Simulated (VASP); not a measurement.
Input of a VASP 6.6.1 run:

INCAR

```
ALGO = Normal ; EDIFF = 1E-6
ENCUT = 520 ; GGA = CA
ISIF = 2 ; ISMEAR = -1
LASPH = T ; LCHARG = F
LREAL = F ; LWAVE = F
NBANDS = 10 ; NELM = 60
PREC = Accurate ; SIGMA = 0.05
```

KPOINTS

```
k-points
0
Gamma
  12 12 12
```

POSCAR

```
Ir
1.0
    0.0000000000      1.9048090381      1.9048090381
    1.9048090381      0.0000000000      1.9048090381
    1.9048090381      1.9048090381      0.0000000000
Ir
1
Direct
    0.0000000000      0.0000000000      0.0000000000
```

Potentials or basis: VASP PAW LDA potentials, release 64 (Ir).

Command:

```bash
$ cat potpaw_LDA.64/Ir/POTCAR > POTCAR
$ mpirun -np 1 vasp_std > vasp.out
```

What does it give for the pressure?

2.7 GPa.
